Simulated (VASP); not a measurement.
Input of a VASP 6.6.1 run:

The input INCAR:

```
SYSTEM = HPt3
  PREC = Accurate
  ENCUT = 520
  EDIFF = 1E-7
  ISMEAR = 0
  SIGMA = 0.1
  LREAL = .FALSE.
  LASPH = .TRUE.
  NELM = 60
  ALGO = Fast
  ISIF = 2
  LWAVE = .FALSE.
  LCHARG = .FALSE.
  LDIPOL = .TRUE.
  IDIPOL = 3
  DIPOL = 0.5 0.5 0.331
  GGA = PS
  IBRION = 2
  NSW = 36
  EDIFFG = -0.025
```

Contents of KPOINTS:

```
Automatic mesh
0
G
  10 10 1
  0 0 0
```

File POSCAR:

```
HPt3
1.0
    2.7704032196      0.0000000000      0.0000000000
    0.0000000000      2.7704032196      0.0000000000
    0.0000000000      0.0000000000     19.2978325186
Pt H
3 1
Selective dynamics
Direct
    0.5000000000      0.5000000000      0.2072771642  F F F
    0.0000000000      0.0000000000      0.3057065440  F F F
    0.5000000000      0.5000000000      0.4040781529  F F F
    0.8333333333      1.0000000000      0.4076193634  F F T
```

Potentials or basis: VASP PAW PBE potentials, release 64 (Pt, H).

The run is started by

```console
$ cat potpaw_PBE.64/Pt/POTCAR potpaw_PBE.64/H/POTCAR > POTCAR
$ mpirun -np 1 vasp_std > vasp.out
```

(1) What does it give for the energy gained by relaxing?

(2) Estimate the band gap on the k mesh.

Results:

(1) 139.5 meV/atom.

(2) zero (an odd number of electrons rules out a gap without spin polarisation).

Caveat: spin-orbit coupling is left out, which moves the levels of the heavy elements.
